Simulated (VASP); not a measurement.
Here is a VASP 6.6.1 calculation.

INCAR

```
PREC     = Accurate       # precision mode
ENCUT    = 600            # plane-wave cutoff, eV
EDIFF    = 1E-6           # SCF threshold, eV
ISMEAR   = 0              # smearing method
SIGMA    = 0.1            # smearing width, eV
LREAL    = F              # projectors in reciprocal space
LASPH    = T              # aspherical terms in the spheres
NELM     = 120            # most SCF steps
ALGO     = Normal         # electronic algorithm
ISIF     = 2              # what is computed and relaxed
LWAVE    = F              # write WAVECAR
LCHARG   = F              # write CHGCAR
GGA      = PS             # functional
NBANDS   = 16             # bands
GGA_COMPAT= F
```

File KPOINTS:

```
regular mesh
0
Gamma
  6 6 6
```

Contents of POSCAR:

```
CoSi2
1.0
    0.0000000000      2.6564198400      2.6564198400
    2.6564198400      0.0000000000      2.6564198400
    2.6564198400      2.6564198400      0.0000000000
Co Si
1 2
Direct
    0.0000000000      0.0000000000      0.0000000000
    0.7500000000      0.7500000000      0.7500000000
    0.2500000000      0.2500000000      0.2500000000
```

Potentials or basis: VASP PAW PBE potentials, release 64 (Co, Si).

Command:

```console
$ cat potpaw_PBE.64/Co/POTCAR potpaw_PBE.64/Si/POTCAR > POTCAR
$ mpirun -np 1 vasp_std > vasp.out
```

Task: Predict the pressure.

Result: 0.0 GPa.

Caveat: the PAW data sets were made with another functional, which shifts forces and pressure a little. Spin polarisation is off, so any magnetic state and its effect on volume and gap are missing.
